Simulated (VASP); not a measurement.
# Fe (Im-3m) in VASP: single point with PBEsol

Aim: the single point of Fe with PBEsol.

All numbers are computed with VASP 6.6.1; they aren't measurements. Logs are shortened: lines on timing, memory, paths and dates and some standing lists are left out, and cuts for length are marked.

## 1. The cell of the first run

It takes space group Im-3m (No. 229, cubic). The conventional cell has a = 2.785 Å, b = 2.785 Å, c = 2.785 Å, α = 90.00°, β = 90.00°, γ = 90.00°. Fe (site symmetry m-3m) has 14 Fe at 2.41 to 2.79 Å within 3.2 Å.

## 2. Single point, PBEsol, collinear spin, antiferromagnetic start

Input file INCAR:

```
PREC = Accurate
ENCUT = 520
EDIFF = 1E-6
ISMEAR = 0
SIGMA = 0.05
LREAL = False
LASPH = True
NELM = 150
ALGO = Normal
ISIF = 2
LWAVE = False
LCHARG = False
ISPIN = 2
MAGMOM = 2.5 -2.5
LORBIT = 11
LMAXMIX = 4
GGA = PS
NBANDS = 19
```

Input file KPOINTS:

```
Automatic mesh
0
Gamma
  20 20 10
```

Input file POSCAR:

```
Fe
1.0
    0.0000000000      2.7851824472      0.0000000000
    2.7851824472      0.0000000000      0.0000000000
    2.7851824472      2.7851824472     -2.7851824472
Fe
2
Direct
    0.0000000000      0.0000000000      0.0000000000
    0.0000000000      0.0000000000      0.5000000000
```

Potentials or basis: VASP PAW PBE potentials, release 64 (Fe).

Started as:

```sh
$ cat potpaw_PBE.64/Fe/POTCAR > POTCAR
$ mpirun -np 1 vasp_std > vasp.out
```

OUTCAR:

```text
PREC = Accurate
   ENCUT = 520
   EDIFF = 1E-6
   ISMEAR = 0
   LREAL = False
   LASPH = True
   NELM = 150
   ISIF = 2
   ISPIN = 2
   LORBIT = 11
   GGA = PS

 ion  position               nearest neighbor table
   1  0.000  0.000  0.000-   2 2.41   2 2.41   2 2.41   2 2.41   2 2.41   2 2.41   2 2.41   2 2.41

   2  0.000  0.000  0.500-   1 2.41   1 2.41   1 2.41   1 2.41   1 2.41   1 2.41   1 2.41   1 2.41

  LATTYP: Found a simple cubic cell.
 ALAT       =     2.7851824472

  Lattice vectors:

 A1 = (   0.0000000000,   2.7851824472,   0.0000000000)
 A2 = (   2.7851824472,   0.0000000000,   0.0000000000)
 A3 = (   0.0000000000,   0.0000000000,  -2.7851824472)

Analysis of symmetry for initial positions (statically):
=====================================================================
 Subroutine PRICEL returns following result:

  LATTYP: Found a body centered cubic cell.
 ALAT       =     2.7851824472
[... 12 lines left out ...]
 Subroutine GETGRP returns: Found 48 space group operations
 (whereof 48 operations were pure point group operations)
 out of a pool of 48 trial point group operations.

The static configuration has the point symmetry O_h .

Analysis of symmetry for dynamics (positions and initial velocities):
=====================================================================
 Subroutine PRICEL returns following result:

  LATTYP: Found a body centered cubic cell.
 ALAT       =     2.7851824472
[... 12 lines left out ...]
 Subroutine GETGRP returns: Found 48 space group operations
 (whereof 48 operations were pure point group operations)
 out of a pool of 48 trial point group operations.

The dynamic configuration has the point symmetry O_h .

Analysis of structural, dynamic, and magnetic symmetry:
=====================================================================
 Subroutine PRICEL returns following result:

  LATTYP: Found a body centered cubic cell.
 ALAT       =     2.7851824472
[... 12 lines left out ...]
 Subroutine GETGRP returns: Found 48 space group operations
 (whereof 48 operations were pure point group operations)
 out of a pool of 48 trial point group operations.

The overall configuration has the point symmetry O_h .

 Subroutine INISYM returns: Found 48 space group operations
 (whereof 48 operations are pure point group operations),
 and found     2 'primitive' translations

----------------------------------------------------------------------------------------

                                     Primitive cell

  volume of cell :      10.8027

  direct lattice vectors                    reciprocal lattice vectors
    -1.392591224 -1.392591224 -1.392591224    -0.359042906  0.000000000 -0.359042906
[... 105 lines left out ...]
  volume/ion in A,a.u.               =      10.80        72.90
  Fermi-wavevector in a.u.,A,eV,Ry     =   1.481135  2.798938 29.847910  2.193760
  Thomas-Fermi vector in A             =   2.595082
   LORBIT       =     11    0 simple, 1 ext, 2 COOP (PROOUT), +10 PAW based schemes
   GGA     = PS    functional components
   LHFCALC =     F    Hartree Fock is set to
   AEXX    =    0.0000 exact exchange contribution
   IVDW    =     0    specifies the selected vdW correction
   LEPSILON=     F    determine dielectric tensor
   LRPA    =     F    only Hartree local field effects (RPA)
 spin polarized calculation
 Gauss-broadening in eV      SIGMA  =   0.05
  energy-cutoff  :      520.00
  volume of cell :       21.61
 maximum number of plane-waves:       624
 NGX is ok and might be reduce to    24
   NGX = 11   NGY = 11   NGZ = 17

 number of electron      16.0000000 magnetization      -0.0000000

 number of electron      16.0000000 magnetization       0.0000000

 Free energy of the ion-electron system (eV)
  ---------------------------------------------------
  ext. energy  EPLUGINS =         0.00000000
  ---------------------------------------------------
  free energy    TOTEN  =       -17.02171429 eV

  energy without entropy =      -17.01513316  energy(sigma->0) =      -17.01842372

 E-fermi :   6.3470     XC(G=0): -13.5918

 val. band max:        6.3464457352   @ k =   0.2500   0.0000   0.2000
 cond. band min:       6.3538367648   @ k =   0.2500   0.2000   0.1000
 fundamental gap:      0.0073910297
 Fermi energy:         6.3470084238

 spin component 1

 k-point     1 :       0.0000    0.0000    0.0000
  band No.  band energies     occupation
      1      -2.5038      1.00000
      2       1.7407      1.00000
      3       1.7407      1.00000
      4       4.5144      1.00000
      5       4.5144      1.00000
      6       4.5144      1.00000
[... 517 lines left out ...]
     18      28.8531      0.00000
     19      31.6932      0.00000

 [... further k-points ...]

 spin component 2

 k-point     1 :       0.0000    0.0000    0.0000
  band No.  band energies     occupation
      1      -2.5038      1.00000
      2       1.7407      1.00000
      3       1.7407      1.00000
      4       4.5144      1.00000
      5       4.5144      1.00000
      6       4.5144      1.00000
[... 517 lines left out ...]
     18      28.8531      0.00000
     19      31.6932      0.00000

 [... further k-points ...]
[... 5 lines left out ...]
  --------------------------------------------------------------------------------------
  -------------------------------------------------------------------------------------
  Total       -1.2217663     -1.2217663     -1.2217663     -0.0000000      0.0000000     -0.0000000
  in kB      -90.6019964    -90.6019964    -90.6019964     -0.0000000      0.0000000     -0.0000000
  external PRESSURE =     -90.6019964 kB  Pullay stress =       0.0000000 kB

 VOLUME and BASIS-vectors are now :
 -----------------------------------------------------------------------------
  energy-cutoff  :      520.00
  volume of cell :       21.61
      direct lattice vectors                 reciprocal lattice vectors
     0.000000000  2.785182447  0.000000000     0.000000000  0.359042906  0.359042906
     2.785182447  0.000000000  0.000000000     0.359042906  0.000000000  0.359042906
     2.785182447  2.785182447 -2.785182447     0.000000000  0.000000000 -0.359042906

 POSITION                                       TOTAL-FORCE (eV/Angst)
 -----------------------------------------------------------------------------------
      0.00000      0.00000      0.00000        -0.000000      0.000000     -0.000000
      1.39259      1.39259     -1.39259         0.000000     -0.000000      0.000000
 -----------------------------------------------------------------------------------
    total drift:                                0.000000      0.000000     -0.000000

  FREE ENERGIE OF THE ION-ELECTRON SYSTEM (eV)
  ---------------------------------------------------
  free  energy   TOTEN  =       -17.0217142876 eV

  energy  without entropy=      -17.0151331601  energy(sigma->0) =      -17.01842372

 total charge

# of ion       s       p       d       tot
------------------------------------------
    1        0.510   0.582   6.287   7.379
    2        0.510   0.582   6.287   7.379
--------------------------------------------------
tot          1.020   1.164  12.575  14.758

 magnetization (x)

# of ion       s       p       d       tot
------------------------------------------
    1        0.013   0.021   1.202   1.236
    2       -0.013  -0.021  -1.202  -1.236
--------------------------------------------------
tot          0.000   0.000   0.000   0.000
```

stdout:

```text
POSCAR found type information on POSCAR Fe
 POSCAR found :  1 types and       2 ions
 scaLAPACK will be used
 -----------------------------------------------------------------------------
|                                                                             |
|                                                                             |
|     You enforced a specific xc type in the INCAR file but a different       |
|     I HOPE YOU KNOW WHAT YOU ARE DOING!                                     |
|                                                                             |
 -----------------------------------------------------------------------------

 LDA part: xc-table for (Slater+PW92), standard interpolation
 POSCAR, INCAR and KPOINTS ok, starting setup
 FFT: planning ... GRIDC
 FFT: planning ... GRID_SOFT
 FFT: planning ... GRID
 WAVECAR not read
 entering main loop
```

Wall time 4.9 min (1 thread of AMD EPYC 7R13, shared host); peak memory 0.2 GiB.

What came out:

```yaml
Free_energy: -17.0217 eV
Pressure: -9.1 GPa
Band_gap_on_the_k_mesh: zero (filled and empty bands overlap)
Net_moment: 0.00 μB per cell
Site_moments: Fe +1.24, -1.24 μB
Valence_electrons_inside_the_program's_atomic_spheres: Fe 7.38
```

Caveat: the cell stands under tension; the antiferromagnetic order is the one typed at the start, and another may lie lower; the PAW data sets were made with another functional, which shifts forces and pressure a little.
